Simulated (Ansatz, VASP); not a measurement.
# Se: VASP beside Ansatz

File INCAR:

```
PREC = Accurate
ENCUT = 520
EDIFF = 1E-6
ISMEAR = 0
SIGMA = 0.15
LREAL = False
LASPH = True
NELM = 100
ALGO = Normal
ISIF = 2
LWAVE = False
LCHARG = False
GGA = CA
NBANDS = 9
```

File KPOINTS:

```
Automatic mesh
0
Gamma
  20 20 20
```

POSCAR

```
Se
1.0
   -1.7204831010      1.7204831010      1.7034486149
    1.7204831010     -1.7204831010      1.7034486149
    1.7204831010      1.7204831010     -1.7034486149
Se
1
Direct
    0.0000000000      0.0000000000      0.0000000000
```

Input for Ansatz:

```yaml
crystal:
  lattice:
    - [-1.720483101, 1.720483101, 1.7034486149]
    - [1.720483101, -1.720483101, 1.7034486149]
    - [1.720483101, 1.720483101, -1.7034486149]
  atoms:
    - { symbol: Se, position: [0.0, 0.0, 0.0] }
basis:
  ecutwfc: 420
kpoints:
  mp_grid: { grid: [20, 20, 20] }
hamiltonian:
  xc: lda
scf:
  occupations: { method: gaussian, width: 0.15 }
output:
  forces: true
  stress: true
  eigenvalues: true
```

Change from the starting cell: strain +0.0100 x Voigt [1, 1, 0, 0, 0, 0], atoms carried along.

Alike in both runs: task single point; functional LDA; k mesh 20 × 20 × 20; occupations gaussian, width 0.15 eV; no spin polarisation.

|  | VASP | Ansatz |
| --- | --- | --- |
| version | VASP 6.6.1 | Ansatz 0.2.0 |
| potentials or method | VASP PAW LDA potentials, release 64 (Se), cutoff 520 eV | scalar-relativistic, plane waves, PAW |
| valence electrons in the cell | 6 | 16 |

```tsv
	VASP	Ansatz	Ansatz less VASP
gap on the k mesh at the Fermi level (eV)	none	none	-
pressure (GPa)	-4.8	-4.9	-0.11
traceless stress, the component that is largest in VASP (GPa)	0.49	0.48	-0.001
```

LDA's correlation is that of Perdew and Zunger in VASP and of Perdew and Wang (1992) in Ansatz. A gap of «none» marks a metal or a gap that the smearing closes. VASP's potentials hold 6 valence electrons a cell and Ansatz's 16, so a difference there can come from the potentials and not from the codes.
